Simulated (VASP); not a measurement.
Write the native input for VASP 6.6.1 that does the following.

* Task: relaxation of cell and atoms
* Functional: PBE
* Potentials or basis: VASP PAW PBE potentials, release 64 (Ga_d, Re)
* Cutoff: 600 eV
* k mesh: 4 × 4 × 4
* Occupations: gaussian, width 0.1 eV
* Spin: no spin polarisation
* Dipole correction: no
* Further INCAR settings: ALGO = Normal; EDIFF = 1e-06; IBRION = 2; EDIFFG = -0.04; NSW = 90; ISIF = 3

The structure of GaRe4 lies in POSCAR:

```
GaRe4
1.0
   -2.7612073900      2.7612073900      2.7612073900
    2.7612073900     -2.7612073900      2.7612073900
    2.7612073900      2.7612073900     -2.7612073900
Ga Re
1 4
Direct
    0.0000000000      0.0000000000      0.0000000000
    0.0000000000      0.0000000000      0.5000000000
    0.0000000000      0.5000000000      0.0000000000
    0.5000000000      0.0000000000      0.0000000000
    0.5000000000      0.5000000000      0.5000000000
```

The cell was generated, and may not be a known phase.

The input as run:

INCAR

```
PREC = Accurate ; ENCUT = 600
EDIFF = 1E-6 ; ISMEAR = 0
SIGMA = 0.1 ; LREAL = False
LASPH = True ; NELM = 60
ALGO = Normal ; ISIF = 3
LWAVE = False ; LCHARG = False
GGA = PE ; IBRION = 2
NSW = 90 ; EDIFFG = -0.04
```

KPOINTS

```
regular mesh
0
Gamma
  4 4 4
```

Potentials or basis: VASP PAW PBE potentials, release 64 (Ga_d, Re).

Run with:

```sh
$ cat potpaw_PBE.64/Ga_d/POTCAR potpaw_PBE.64/Re/POTCAR > POTCAR
$ mpirun -np 1 vasp_std > vasp.out
```

Results of the run:

```json
{
 "Relaxed volume": "17.62 Å³/atom",
 "Relaxed cell": "a = 4.855 Å, b = 4.855 Å, c = 4.855 Å, α = 109.47°, β = 109.47°, γ = 109.47°",
 "Space group after relaxing (to 0.1 Å)": "Im-3m (No. 229)",
 "Energy gained by relaxing": "25.0 meV/atom",
 "Ionic steps": "4",
 "Pressure after relaxing": "0.0 GPa"
}
```

Caveat: the k points lie up to 0.40 Å⁻¹ apart in the final cell; the highest band is partly filled, so the run has too few bands.

Wall time 100 s on 1 thread of Intel(R) Xeon(R) 6975P-C (Granite Rapids) (shared host), peak memory 0.25 GiB.
